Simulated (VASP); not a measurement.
Crystal: MgO.

```
CELL_PARAMETERS angstrom
2.62335 0.00000 0.00000
0.00000 2.62335 0.00000
0.00000 0.00000 2.62335
ATOMIC_POSITIONS crystal
Mg 0.00000 0.00000 0.00000
O 0.50000 0.50000 0.50000
```

Base run:

| Item | Value |
| --- | --- |
| Program | VASP 6.6.1 |
| Functional | PBE0 |
| Potentials or basis | VASP PAW PBE potentials, release 64 (Mg, O) |
| Cutoff | 520 eV |
| k mesh | 6 × 6 × 6 |
| Occupations | gaussian, width 0.01 eV |
| Spin | no spin polarisation |

Its results: band gap on the k mesh 4.90 eV (least direct gap 6.00 eV); pressure -1.1 GPa.

**Question.** The run is repeated on the same cell with these changes: functional from PBE0 to HSE06. What comes out?

**Answer.** Band gap on the k mesh 4.14 eV (least direct gap 5.24 eV); pressure -1.2 GPa.

Caveats: the PAW data sets were made with another functional, which shifts forces and pressure a little.

A k mesh can miss the band edges.
